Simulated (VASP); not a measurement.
The system is Li2Ca.

```xyz
6
Lattice="0.0000 4.3645 4.3645 4.3645 0.0000 4.3645 4.3645 4.3645 0.0000" Properties=species:S:1:pos:R:3 pbc="T T T"
Li    1.0911    1.0911    1.0911
Li    1.0911    3.2734    3.2734
Li    3.2734    3.2734    1.0911
Li    3.2734    1.0911    3.2734
Ca    4.3645    4.3645    4.3645
Ca    6.5468    6.5468    6.5468
```

* Program: VASP 6.6.1
* Task: relaxation of cell and atoms
* Functional: LDA
* Potentials or basis: VASP PAW LDA potentials, release 64 (Li_sv, Ca_sv)
* Cutoff: 600 eV
* k mesh: 8 × 8 × 8
* Occupations: gaussian, width 0.1 eV
* Spin: no spin polarisation

At the start: pressure -1.3 GPa; volume 27.71 Å³/atom.

Where does the relaxation end?

Over 4 steps the energy falls by 9.2 meV/atom and the volume is 25.52 Å³/atom (-7.9 %); space group Fd-3m (No. 227, to 0.05 Å).

The path:
| step | energy change (eV) | largest force (eV/Å) | pressure (GPa) | volume (Å³) |
| --- | --- | --- | --- | --- |
| 1 | 0.0000 | 0.0000 | -1.27 | 166.28 |
| 2 | -0.0344 | 0.0000 | -0.82 | 161.04 |
| 3 | -0.0550 | 0.0000 | -0.10 | 154.01 |
| 4 | -0.0553 | 0.0000 | 0.00 | 153.11 |

Final structure:
```xyz
6
Lattice="0.0000 4.2461 4.2461 4.2461 0.0000 4.2461 4.2461 4.2461 0.0000" Properties=species:S:1:pos:R:3 pbc="T T T"
Li    1.0615    1.0615    1.0615
Li    1.0615    3.1846    3.1846
Li    3.1846    3.1846    1.0615
Li    3.1846    1.0615    3.1846
Ca    4.2461    4.2461    4.2461
Ca    6.3692    6.3692    6.3692
```

Caveat: the cutoff is under 1.25 times the usual one of these potentials, so pressure, stress and relaxed cells hold a basis-set (Pulay) error.
